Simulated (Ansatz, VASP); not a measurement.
**MgS in VASP and in Ansatz**

```
Mg S
1.0
     2.64279    2.64279    0.00000
    -2.58104    2.58104    0.00000
     0.00000    0.00000    5.15822
Mg S
2 2
Direct
  0.00000 0.00000 0.00000
  0.50000 0.50000 0.50000
  0.50000 0.50000 0.00000
  0.00000 0.00000 0.50000
```

Alike in both runs: task single point; functional PBEsol; k mesh 6 × 6 × 6; occupations gaussian, width 0.02 eV; no spin polarisation.

|  | VASP | Ansatz |
| --- | --- | --- |
| version | VASP 6.6.1 | Ansatz 0.2.0 |
| potentials or method | VASP PAW PBE potentials, release 64 (Mg, S), cutoff 520 eV | scalar-relativistic, plane waves, PAW |
| valence electrons in the cell | 16 | 32 |

|  | VASP | Ansatz | Ansatz less VASP |
| --- | --- | --- | --- |
| gap on the k mesh at the Fermi level (eV) | 2.52 | 2.51 | -0.002 |
| least direct gap on the mesh (eV) | 2.52 | 2.51 | -0.002 |
| pressure (GPa) | -1.0 | -0.8 | +0.20 |
| traceless stress, the component that is largest in VASP (GPa) | -1.24 | -1.24 | +0.002 |

VASP's potentials were made for PBE, not for PBEsol. VASP's potentials hold 16 valence electrons a cell and Ansatz's 32, so a difference there can come from the potentials and not from the codes.
